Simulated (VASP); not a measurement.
Input of a VASP 6.6.1 run:

INCAR

```
SYSTEM = BP
ALGO = Normal
EDIFF = 1E-6
ENCUT = 500
GGA = LIBXC
GGA_COMPAT = .False.
ISIF = 2
ISMEAR = -1
LASPH = .True.
LCHARG = .True.
LELF = .True.
LIBXC1 = GGA_X_B88
LIBXC2 = GGA_C_PBE
LREAL = .False.
LVHAR = .True.
LWAVE = .False.
NBANDS = 11
NELM = 120
PREC = Accurate
SIGMA = 0.05
```

KPOINTS

```
k-points
0
Gamma
  10 10 10
  0 0 0
```

File POSCAR:

```
BP
1.0
    0.0000000000      2.2226808807      2.2226808807
    2.2226808807      0.0000000000      2.2226808807
    2.2226808807      2.2226808807      0.0000000000
P B
1 1
Direct
    0.7500000000      0.7500000000      0.7500000000
    0.0000000000      0.0000000000      0.0000000000
```

Potentials or basis: VASP PAW PBE potentials, release 64 (P, B).

Run with:

```sh
$ cat potpaw_PBE.64/P/POTCAR potpaw_PBE.64/B/POTCAR > POTCAR
$ mpirun -np 1 vasp_std > vasp.out
```

(1) Estimate the pressure.

(2) Estimate the band gap on the k mesh.

## Answers

(1) 12.7 GPa.

(2) 1.16 eV (least direct gap 3.52 eV).

Caveat: the cell stands under pressure; the PAW data sets were made with another functional, which shifts forces and pressure a little.
